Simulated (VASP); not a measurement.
Write the native input for VASP 6.6.1 that does the following.

```yaml
Task: single point
Functional: PBE
Potentials_or_basis: VASP PAW PBE potentials, release 64 (Ca_sv, O)
Cutoff: 520 eV
k_mesh: 8 × 8 × 8
Occupations: gaussian, width 0.05 eV
Spin: no spin polarisation
Dipole_correction: no
Further_INCAR_settings: ALGO = Normal; EDIFF = 1e-06; NBANDS = 15
```

The structure of CaO lies in POSCAR:

```
CaO
1.0
    0.0000000000      2.5469600000      2.5469600000
    2.5469600000      0.0000000000      2.5469600000
    2.5469600000      2.5469600000      0.0000000000
Ca O
1 1
Direct
    0.0000000000      0.0000000000      0.0000000000
    0.5000000000      0.5000000000      0.5000000000
```

This cell differs from its parent crystal: strain +0.040 along x and y, +0.040 along z.

These files were run (other wordings do the same):

INCAR

```
SYSTEM = CaO
PREC = Accurate ; ENCUT = 520
EDIFF = 1E-6 ; ISMEAR = 0
SIGMA = 0.05 ; LREAL = .False.
LASPH = .True. ; NELM = 60
ALGO = Normal ; ISIF = 2
LWAVE = .False. ; LCHARG = .False.
GGA = PE ; NBANDS = 15
```

KPOINTS

```
Automatic mesh
0
Gamma
  8 8 8
  0 0 0
```

Potentials or basis: VASP PAW PBE potentials, release 64 (Ca_sv, O).

Launch:

```sh
$ cat potpaw_PBE.64/Ca_sv/POTCAR potpaw_PBE.64/O/POTCAR > POTCAR
$ mpirun -np 1 vasp_std > vasp.out
```

Results of the run:

```yaml
Pressure: -11.6 GPa
Band_gap_on_the_k_mesh: 3.44 eV, direct
```

Caveat: the cell differs from its parent crystal (strain +0.040 along x and y, +0.040 along z).

Run time: 11 s on 1 thread of Intel(R) Xeon(R) Platinum 8488C (Sapphire Rapids), with other jobs on the host, peak memory 0.16 GiB.
